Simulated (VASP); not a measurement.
# Lu (Fm-3m) in VASP: further runs

Runs on Lu. Level: PBE. Tasks: single point.

All numbers are computed with VASP 6.6.1; they aren't measurements. Logs are shortened: lines on timing, memory, paths and dates and some standing lists are left out, and cuts for length are marked.

## 1. The cell of the first run

The structure is cubic, space group Fm-3m (No. 225). The conventional cell has a = 4.455 Å, b = 4.455 Å, c = 4.455 Å, α = 90.00°, β = 90.00°, γ = 90.00°. Lu (site symmetry m-3m) has 12 Lu at 3.15 Å within 4.1 Å.

## 2. Single point, PBE (volume scaled by 0.76)

Contents of INCAR:

```
SYSTEM = Lu
ALGO = Normal ; EDIFF = 1E-6
ENCUT = 520 ; GGA = PE
ISIF = 2 ; ISMEAR = -1
LASPH = .True. ; LCHARG = .True.
LELF = .True. ; LREAL = .False.
LVHAR = .True. ; LWAVE = .False.
NBANDS = 18 ; NELM = 60
PREC = Accurate ; SIGMA = 0.1
```

Contents of KPOINTS:

```
k-points
0
Gamma
  15 15 15
  0 0 0
```

Contents of POSCAR:

```
Lu
1.0
    0.0000000000      2.2275365686      2.2275365686
    2.2275365686      0.0000000000      2.2275365686
    2.2275365686      2.2275365686      0.0000000000
Lu
1
Direct
    0.0000000000      0.0000000000      0.0000000000
```

Potentials or basis: VASP PAW PBE potentials, release 64 (Lu).

Launch:

```bash
cat potpaw_PBE.64/Lu/POTCAR > POTCAR
mpirun -np 1 vasp_std > vasp.out
```

OUTCAR:

```text
SYSTEM = Lu
   EDIFF = 1E-6
   ENCUT = 520
   GGA = PE
   ISIF = 2
   ISMEAR = -1
   LASPH = .True.
   LREAL = .False.
   NELM = 60
   PREC = Accurate

 ion  position               nearest neighbor table
   1  0.000  0.000  0.000-

  LATTYP: Found a face centered cubic cell.
 ALAT       =     4.4550731372

  Lattice vectors:

 A1 = (   0.0000000000,   2.2275365686,   2.2275365686)
 A2 = (   2.2275365686,   0.0000000000,   2.2275365686)
 A3 = (   2.2275365686,   2.2275365686,   0.0000000000)

Analysis of symmetry for initial positions (statically):
=====================================================================
 Subroutine PRICEL returns:
 Original cell was already a primitive cell.

 Routine SETGRP: Setting up the symmetry group for a
 face centered cubic supercell.

 Subroutine GETGRP returns: Found 48 space group operations
 (whereof 48 operations were pure point group operations)
 out of a pool of 48 trial point group operations.

The static configuration has the point symmetry O_h .

Analysis of symmetry for dynamics (positions and initial velocities):
=====================================================================
 Subroutine PRICEL returns:
 Original cell was already a primitive cell.

 Routine SETGRP: Setting up the symmetry group for a
 face centered cubic supercell.

 Subroutine GETGRP returns: Found 48 space group operations
 (whereof 48 operations were pure point group operations)
 out of a pool of 48 trial point group operations.

The dynamic configuration has the point symmetry O_h .

 Subroutine INISYM returns: Found 48 space group operations
 (whereof 48 operations are pure point group operations),
 and found     1 'primitive' translations

----------------------------------------------------------------------------------------

                                     Primitive cell

  volume of cell :      22.1057

  direct lattice vectors                    reciprocal lattice vectors
     0.000000000  2.227536569  2.227536569    -0.224463206  0.224463206  0.224463206
     2.227536569  0.000000000  2.227536569     0.224463206 -0.224463206  0.224463206
     2.227536569  2.227536569  0.000000000     0.224463206  0.224463206 -0.224463206

  length of vectors
     3.150212426  3.150212426  3.150212426     0.388781677  0.388781677  0.388781677

  position of ions in fractional coordinates (direct lattice)
     0.000000000  0.000000000  0.000000000

  ion indices of the primitive-cell ions
   primitive index   ion index
                 1           1

----------------------------------------------------------------------------------------

 KPOINTS: k-points

Automatic generation of k-mesh.
 Grid dimensions read from file:
 generate k-points for:   15   15   15

 Generating k-lattice:

  Cartesian coordinates                     Fractional coordinates (reciprocal lattice)
    -0.014964214  0.014964214  0.014964214     0.066666667  0.000000000  0.000000000
     0.014964214 -0.014964214  0.014964214     0.000000000  0.066666667  0.000000000
     0.014964214  0.014964214 -0.014964214     0.000000000  0.000000000  0.066666667

  Length of vectors
     0.025918778  0.025918778  0.025918778

  Shift w.r.t. Gamma in fractional coordinates (k-lattice)
     0.000000000  0.000000000  0.000000000

 Subroutine IBZKPT returns following result:
 ===========================================

 Found    120 irreducible k-points:

 Following reciprocal coordinates:
            Coordinates               Weight
  0.000000  0.000000  0.000000      1.000000
  0.066667  0.000000  0.000000      8.000000
  0.133333  0.000000  0.000000      8.000000
  0.200000  0.000000  0.000000      8.000000
  0.266667  0.000000  0.000000      8.000000
  0.333333  0.000000  0.000000      8.000000
[... 16 lines left out ...]
  0.133333  0.133333  0.000000      6.000000
  0.200000  0.133333  0.000000     24.000000
 [... further k-points ...]
   k-points           NKPTS =    120   k-points in BZ     NKDIM =    120   number of bands    NBANDS=     18
   number of dos      NEDOS =    301   number of ions     NIONS =      1
   total plane-waves  NPLWV =  13824
   dimension x,y,z NGX =    24 NGY =   24 NGZ =   24
   dimension x,y,z NGXF=    48 NGYF=   48 NGZF=   48
   ions per type =               1
   NGX,Y,Z   is equivalent  to a cutoff of  12.67, 12.67, 12.67 a.u.
   NGXF,Y,Z  is equivalent  to a cutoff of  25.33, 25.33, 25.33 a.u.
 SYSTEM =  Lu
   PREC   = accura    normal or accurate (medium, high low for compatibility)
   ISTART =      0    job   : 0-new  1-cont  2-samecut
   ICHARG =      2    charge: 1-file 2-atom 10-const
   ISPIN  =      1    spin polarized calculation?
   LNONCOLLINEAR =      F non collinear calculations
   LSORBIT =      F    spin-orbit coupling
   LASPH  =      T    aspherical Exc in radial PAW
   ENCUT  =  520.0 eV  38.22 Ry    6.18 a.u.   5.86  5.86  5.86*2*pi/ulx,y,z
   NELM   =     60;   NELMIN=  2; NELMDL= -5     # of ELM steps
   EDIFF  = 0.1E-05   stopping-criterion for ELM
   LREAL  =      F    real-space projection
   EDIFFG = 0.1E-04   stopping-criterion for IOM
   NSW    =      0    number of steps for IOM
   IBRION =     -1    ionic relax: 0-MD 1-quasi-New 2-CG
   NFREE  =      0    steps in history (QN), initial steepest desc. (CG)
   ISIF   =      2    stress and relaxation
   ISYM   =      2    0-nonsym 1-usesym 2-fastsym
   POTIM  = 0.5000    time-step for ionic-motion
   TEBEG  =    0.0;   TEEND  =   0.0 temperature during run
   PSTRESS=    0.0 pullay stress
   NELECT =      25.0000    total number of electrons
   NUPDOWN=      -1.0000    fix difference up-down
   EMIN   =  10.00;   EMAX   =-10.00  energy-range for DOS
   EFERMI =   0.00;   METHOD = LEGACY
   ISMEAR =    -1;   SIGMA  =   0.10  broadening in eV -4-tet -1-fermi 0-gaus
   EFERMI_NEDOS =   21; number of points for ismear=-14 and -15
   IALGO  =     38    algorithm
   IMIX   =      4    mixing-type and parameters
     AMIX     =   0.40;   BMIX     =  1.00
     AMIX_MAG =   1.60;   BMIX_MAG =  1.00
  volume/ion in A,a.u.               =      22.11       149.18
  Fermi-wavevector in a.u.,A,eV,Ry     =   1.705637  3.223187 39.582045  2.909198
  Thomas-Fermi vector in A             =   2.784821
   LORBIT       =      0    0 simple, 1 ext, 2 COOP (PROOUT), +10 PAW based schemes
   GGA     = PE    functional components
   LHFCALC =     F    Hartree Fock is set to
   AEXX    =    0.0000 exact exchange contribution
   IVDW    =     0    specifies the selected vdW correction
   LEPSILON=     F    determine dielectric tensor
   LRPA    =     F    only Hartree local field effects (RPA)
 non-spin polarized calculation
  energy-cutoff  :      520.00
  volume of cell :       22.11
 maximum number of plane-waves:       609
   NGX = 11   NGY = 11   NGZ = 11

 number of electron      24.9999993 magnetization

 Free energy of the ion-electron system (eV)
  ---------------------------------------------------
  ext. energy  EPLUGINS =         0.00000000
  ---------------------------------------------------
  free energy    TOTEN  =        -4.16351457 eV

  energy without entropy =       -4.13234377  energy(sigma->0) =       -4.14792917

 E-fermi :   3.4353     XC(G=0): -12.0714

 val. band max:        3.3960073147   @ k =  -0.4667   0.2667   0.1333
 cond. band min:       3.4372418266   @ k =  -0.3333   0.4000   0.2000
 fundamental gap:      0.0412345119
 Fermi energy:         3.4353013379

 k-point     1 :       0.0000    0.0000    0.0000
  band No.  band energies     occupation
      1     -52.2993      2.00000
      2     -22.4418      2.00000
      3     -22.4418      2.00000
      4     -22.4418      2.00000
      5      -3.2841      2.00000
      6      -1.3090      2.00000
[... 10 lines left out ...]
     17       9.1869      0.00000
     18      15.0020      0.00000

 k-point     2 :       0.0667    0.0000    0.0000
  band No.  band energies     occupation
      1     -52.2949      2.00000
      2     -22.4992      2.00000
      3     -22.4485      2.00000
      4     -22.4485      2.00000
      5      -3.1127      2.00000
      6      -1.3049      2.00000
[... 10 lines left out ...]
     17       9.0775      0.00000
     18      15.3894      0.00000

 k-point     3 :       0.1333    0.0000    0.0000
  band No.  band energies     occupation
      1     -52.2825      2.00000
      2     -22.6585      2.00000
      3     -22.4676      2.00000
      4     -22.4676      2.00000
      5      -2.6241      2.00000
      6      -1.2929      2.00000
[... 10 lines left out ...]
     17       8.8623      0.00000
     18      16.2233      0.00000

 k-point     4 :       0.2000    0.0000    0.0000
  band No.  band energies     occupation
      1     -52.2642      2.00000
      2     -22.8857      2.00000
      3     -22.4956      2.00000
      4     -22.4956      2.00000
      5      -1.8964      2.00000
      6      -1.2754      2.00000
[... 10 lines left out ...]
     17       8.8367      0.00000
     18      15.7444      0.00000

 k-point     5 :       0.2667    0.0000    0.0000
  band No.  band energies     occupation
      1     -52.2430      2.00000
      2     -23.1363      2.00000
      3     -22.5275      2.00000
      4     -22.5275      2.00000
      5      -1.2749      2.00000
      6      -1.2106      2.00000
[... 10 lines left out ...]
     17       9.2609      0.00000
     18      14.8858      0.00000

 k-point     6 :       0.3333    0.0000    0.0000
  band No.  band energies     occupation
      1     -52.2227      2.00000
      2     -23.3668      2.00000
      3     -22.5578      2.00000
      4     -22.5578      2.00000
      5      -1.2713      2.00000
      6      -1.1790      2.00000
[... 307 lines left out ...]
 k-point    21 :      -0.1333    0.0667    0.0000
  band No.  band energies     occupation
      1     -52.2735      2.00000
      2     -22.7501      2.00000
      3     -22.5190      2.00000
      4     -22.4659      2.00000
      5      -2.2631      2.00000
      6      -1.2837      2.00000
[... 10 lines left out ...]
     17       9.2132      0.00000
     18      16.6289      0.00000

 k-point    22 :      -0.0667    0.0667    0.0000
  band No.  band energies     occupation
      1     -52.2879      2.00000
      2     -22.5787      2.00000
      3     -22.4802      2.00000
      4     -22.4504      2.00000
      5      -2.8352      2.00000
      6      -1.2980      2.00000
[... 10 lines left out ...]
     17       9.1586      0.00000
     18      15.9825      0.00000

 k-point    23 :       0.1333    0.1333    0.0000
  band No.  band energies     occupation
      1     -52.2769      2.00000
      2     -22.6539      2.00000
      3     -22.5139      2.00000
      4     -22.5139      2.00000
      5      -2.4041      2.00000
      6      -1.2866      2.00000
[... 10 lines left out ...]
     17       9.5310      0.00000
     18      16.9170      0.00000

 k-point    24 :       0.2000    0.1333    0.0000
  band No.  band energies     occupation
      1     -52.2632      2.00000
      2     -22.8017      2.00000
      3     -22.5502      2.00000
      4     -22.5406      2.00000
      5      -1.8581      2.00000
      6      -1.2718      2.00000
[... 10 lines left out ...]
     17       9.6863      0.00000
     18      17.6245      0.00000

 [... further k-points ...]
[... 5 lines left out ...]
  --------------------------------------------------------------------------------------
  -------------------------------------------------------------------------------------
  Total        2.6107884      2.6107884      2.6107884      0.0000000      0.0000000      0.0000000
  in kB      189.2246590    189.2246590    189.2246590      0.0000000      0.0000000      0.0000000
  external PRESSURE =     189.2246590 kB  Pullay stress =       0.0000000 kB

 VOLUME and BASIS-vectors are now :
 -----------------------------------------------------------------------------
  energy-cutoff  :      520.00
  volume of cell :       22.11
      direct lattice vectors                 reciprocal lattice vectors
     0.000000000  2.227536569  2.227536569    -0.224463206  0.224463206  0.224463206
     2.227536569  0.000000000  2.227536569     0.224463206 -0.224463206  0.224463206
     2.227536569  2.227536569  0.000000000     0.224463206  0.224463206 -0.224463206

 POSITION                                       TOTAL-FORCE (eV/Angst)
 -----------------------------------------------------------------------------------
      0.00000      0.00000      0.00000         0.000000      0.000000      0.000000
 -----------------------------------------------------------------------------------
    total drift:                               -0.000000      0.000000      0.000000

  FREE ENERGIE OF THE ION-ELECTRON SYSTEM (eV)
  ---------------------------------------------------
  free  energy   TOTEN  =        -4.1635145706 eV

  energy  without entropy=       -4.1323437666  energy(sigma->0) =       -4.14792917
```

Run time: 20 s. Hardware: 1 thread of Intel Xeon 6975P-C (Granite Rapids), shared host; peak memory 0.18 GiB.

Results:

| Quantity | Value |
| --- | --- |
| Free energy | -4.1635 eV |
| Pressure | 18.9 GPa |

Caveat: spin-orbit coupling is left out, which moves the levels of the heavy elements.

## 3. Single point, PBE (volume scaled by 0.76)

Contents of INCAR:

```
PREC     = Accurate       # precision mode
ENCUT    = 520            # plane-wave cutoff, eV
EDIFF    = 1E-6           # SCF threshold, eV
ISMEAR   = -1             # smearing method
SIGMA    = 0.1            # smearing width, eV
LREAL    = False          # projectors in reciprocal space
LASPH    = True           # aspherical terms in the spheres
NELM     = 60             # most SCF steps
ALGO     = Normal         # electronic algorithm
ISIF     = 2              # what is computed and relaxed
LWAVE    = False          # write WAVECAR
LCHARG   = False          # write CHGCAR
GGA      = PE             # functional
NBANDS   = 18             # bands
```

Contents of KPOINTS:

```
Automatic mesh
0
Gamma
  15 15 15
```

POSCAR is that of step 2.

Potentials or basis: VASP PAW PBE potentials, release 64 (Lu).

Launch:

```bash
cat potpaw_PBE.64/Lu/POTCAR > POTCAR
mpirun -np 1 vasp_std > vasp.out
```

Wall time 21 s (1 thread of Intel Xeon 6975P-C (Granite Rapids), shared host); peak memory 0.18 GiB.

It converged, with:

```yaml
Free_energy: -4.1635 eV
Pressure: 18.9 GPa
```

Levels at points of the mesh, in eV from the Fermi level:
| k point | band 10 | band 11 | band 12 | band 13 | band 14 | band 15 |
| --- | --- | --- | --- | --- | --- | --- |
| (0.00, 0.00, 0.00) | -4.48 | -4.48 | -4.48 | 2.50 | 2.50 | 2.50 |

Caveat: spin-orbit coupling is left out, which moves the levels of the heavy elements.

## 4. Single point, PBE (volume scaled by 0.84)

Contents of INCAR:

```
SYSTEM = Lu
  PREC = Accurate
  ENCUT = 520
  EDIFF = 1E-6
  ISMEAR = -1
  SIGMA = 0.1
  LREAL = .FALSE.
  LASPH = .TRUE.
  NELM = 60
  ALGO = Normal
  ISIF = 2
  LWAVE = .FALSE.
  LCHARG = .TRUE.
  GGA = PE
  LELF = .TRUE.
  LVHAR = .TRUE.
  NBANDS = 18
```

Contents of KPOINTS:

```
regular mesh
0
G
  15 15 15
  0 0 0
```

Contents of POSCAR:

```
Lu
1.0
    0.0000000000      2.3031032438      2.3031032438
    2.3031032438      0.0000000000      2.3031032438
    2.3031032438      2.3031032438      0.0000000000
Lu
1
Direct
    0.0000000000      0.0000000000      0.0000000000
```

Potentials or basis: VASP PAW PBE potentials, release 64 (Lu).

Launch:

```bash
cat potpaw_PBE.64/Lu/POTCAR > POTCAR
mpirun -np 1 vasp_std > vasp.out
```

OUTCAR:

```text
SYSTEM = Lu
   PREC = Accurate
   ENCUT = 520
   EDIFF = 1E-6
   ISMEAR = -1
   LREAL = .FALSE.
   LASPH = .TRUE.
   NELM = 60
   ISIF = 2
   GGA = PE

 ion  position               nearest neighbor table
   1  0.000  0.000  0.000-

  LATTYP: Found a face centered cubic cell.
 ALAT       =     4.6062064876

  Lattice vectors:

 A1 = (   0.0000000000,   2.3031032438,   2.3031032438)
 A2 = (   2.3031032438,   0.0000000000,   2.3031032438)
[... 682 lines left out ...]
     18      16.4055      0.00000

 [... further k-points ...]

------------------------ aborting loop because EDIFF is reached ----------------------------------------

  FORCE on cell =-STRESS in cart. coord.  units (eV):
  Direction    XX          YY          ZZ          XY          YZ          ZX
  --------------------------------------------------------------------------------------
  -------------------------------------------------------------------------------------
  Total        1.5391994      1.5391994      1.5391994      0.0000000     -0.0000000      0.0000000
  in kB      100.9334784    100.9334784    100.9334784      0.0000000     -0.0000000      0.0000000
  external PRESSURE =     100.9334784 kB  Pullay stress =       0.0000000 kB

 VOLUME and BASIS-vectors are now :
 -----------------------------------------------------------------------------
  energy-cutoff  :      520.00
  volume of cell :       24.43
      direct lattice vectors                 reciprocal lattice vectors
     0.000000000  2.303103244  2.303103244    -0.217098387  0.217098387  0.217098387
     2.303103244  0.000000000  2.303103244     0.217098387 -0.217098387  0.217098387
     2.303103244  2.303103244  0.000000000     0.217098387  0.217098387 -0.217098387

 POSITION                                       TOTAL-FORCE (eV/Angst)
 -----------------------------------------------------------------------------------
      0.00000      0.00000      0.00000         0.000000      0.000000      0.000000
 -----------------------------------------------------------------------------------
    total drift:                               -0.000000      0.000000      0.000000

  FREE ENERGIE OF THE ION-ELECTRON SYSTEM (eV)
  ---------------------------------------------------
  free  energy   TOTEN  =        -4.3711789859 eV

  energy  without entropy=       -4.3338150767  energy(sigma->0) =       -4.35249703
```

OSZICAR:

```text
N       E                     dE             d eps       ncg     rms          rms(c)
DAV:   1     0.769540113443E+02    0.76954E+02   -0.10203E+04  5384   0.467E+03
DAV:   2     0.114696397833E+01   -0.75807E+02   -0.74110E+02  4496   0.354E+02
DAV:   3    -0.429248667235E+01   -0.54395E+01   -0.53962E+01  4828   0.719E+01
DAV:   4    -0.447772602055E+01   -0.18524E+00   -0.18449E+00  5836   0.112E+01
DAV:   5    -0.448224968244E+01   -0.45237E-02   -0.45208E-02  5084   0.149E+00    0.334E+00
DAV:   6    -0.438624906381E+01    0.96001E-01   -0.32187E-01  7438   0.109E+01    0.137E+00
DAV:   7    -0.437240626378E+01    0.13843E-01   -0.25254E-02  6634   0.139E+00    0.377E-01
DAV:   8    -0.437094837345E+01    0.14579E-02   -0.53332E-03  7088   0.564E-01    0.990E-02
DAV:   9    -0.437117839402E+01   -0.23002E-03   -0.55140E-04  5074   0.269E-01    0.475E-02
DAV:  10    -0.437117771506E+01    0.67896E-06   -0.95845E-05  5492   0.668E-02    0.114E-02
DAV:  11    -0.437117913259E+01   -0.14175E-05   -0.47721E-06  4664   0.193E-02    0.312E-03
DAV:  12    -0.437117898591E+01    0.14668E-06   -0.17307E-07  2666   0.477E-03
   1 F= -.43711790E+01 E0= -.43524970E+01  d E =-.373639E-01
```

stdout:

```text
POSCAR found type information on POSCAR Lu
 POSCAR found :  1 types and       1 ions
 scaLAPACK will be used
 LDA part: xc-table for (Slater+PW92), standard interpolation
 POSCAR, INCAR and KPOINTS ok, starting setup
 FFT: planning ... GRIDC
 FFT: planning ... GRID_SOFT
 FFT: planning ... GRID
 WAVECAR not read
 entering main loop
```

It took 23 s on 1 thread of Intel Xeon 6975P-C (Granite Rapids), shared host; peak memory 0.18 GiB.

What came out:

* Free energy: -4.3712 eV
* Pressure: 10.1 GPa

Caveat: spin-orbit coupling is left out, which moves the levels of the heavy elements.

[end of part 1 of 2]
